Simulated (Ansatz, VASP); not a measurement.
**Mo in VASP and in Ansatz**

Contents of INCAR:

```
PREC = Accurate
ENCUT = 520
EDIFF = 1E-8
ISMEAR = -1
SIGMA = 0.05
LREAL = F
LASPH = T
NELM = 80
ALGO = Normal
ISIF = 2
LWAVE = F
LCHARG = F
GGA = PE
LEFG = T
NBANDS = 13
```

File KPOINTS:

```
regular mesh
0
Gamma
  18 18 18
```

Contents of POSCAR:

```
Mo
1.0
    0.0000000000      2.0402944976      2.0402944976
    2.0402944976      0.0000000000      2.0402944976
    2.0402944976      2.0402944976      0.0000000000
Mo
1
Direct
    0.0000000000      0.0000000000      0.0000000000
```

Input for Ansatz:

```yaml
crystal:
  lattice:
    - [0.0, 2.0402944976, 2.0402944976]
    - [2.0402944976, 0.0, 2.0402944976]
    - [2.0402944976, 2.0402944976, 0.0]
  atoms:
    - { symbol: Mo, position: [0.0, 0.0, 0.0] }
kpoints:
  mp_grid: { grid: [18, 18, 18] }
scf:
  occupations: { method: fermi_dirac, width: 0.05 }
hamiltonian:
  xc: pbe
  pseudopotentials: { kind: paw }
output:
  forces: true
  stress: true
  eigenvalues: true
  efg: { contact_densities: true }
```

Change from the starting cell: volume scaled by 1.06, PAW files.

Alike in both runs: task electric field gradients; functional PBE; k mesh 18 × 18 × 18; occupations fermi-dirac, width 0.05 eV; no spin polarisation.

|  | VASP | Ansatz |
| --- | --- | --- |
| version | VASP 6.6.1 | Ansatz 0.2.0 |
| potentials or method | VASP PAW PBE potentials, release 64 (Mo_sv) | PAW with Ansatz's default frozen-core files, scalar-relativistic |
| plane-wave cutoff (eV) | 520 | 420 |
| valence electrons in the cell | 14 | 14 |

```tsv
	VASP	Ansatz	Ansatz less VASP
pressure (GPa)	-12.0	-12.4	-0.35
```

With one functional, cell and mesh, what is left measures potentials, basis and numerics.
